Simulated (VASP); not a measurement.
Here is a VASP 6.6.1 calculation.

The input INCAR:

```
PREC = Accurate ; ENCUT = 600
EDIFF = 1E-6 ; ISMEAR = 0
SIGMA = 0.01 ; LREAL = F
LASPH = T ; NELM = 120
ALGO = Normal ; ISIF = 2
LWAVE = F ; LCHARG = F
GGA = PS ; NBANDS = 19
GGA_COMPAT = F
```

KPOINTS

```
Automatic mesh
0
Gamma
  4 4 4
```

File POSCAR:

```
TiO2
1.0
    1.4973310000      0.8644850000      6.9815440000
   -1.4973310000      0.8644850000      6.9815440000
    0.0000000000     -1.7289690000      6.9815440000
Ti O
1 2
Direct
    0.0000000000      0.0000000000      0.0000000000
    0.6204670000      0.6204670000      0.6204670000
    0.3795330000      0.3795330000      0.3795330000
```

Potentials or basis: VASP PAW PBE potentials, release 64 (Ti_sv, O).

Command:

```sh
$ cat potpaw_PBE.64/Ti_sv/POTCAR potpaw_PBE.64/O/POTCAR > POTCAR
$ mpirun -np 1 vasp_std > vasp.out
```

Problem. What does it give for the band gap on the k mesh?

Solution. 2.65 eV, indirect (least direct gap 2.80 eV).

Problem. What does it give for the largest force?

Solution. 0.402 eV/Å.

Problem. Predict the pressure.

Solution. -3.9 GPa.

Forces on the atoms (eV/Å):
```
Ti   0.000  0.000  0.000
O    0.000  0.000  0.402
O    0.000  0.000 -0.402
```

Caveat: the k points lie up to 0.61 Å⁻¹ apart; the PAW data sets were made with another functional, which shifts forces and pressure a little. A k mesh can miss the band edges.
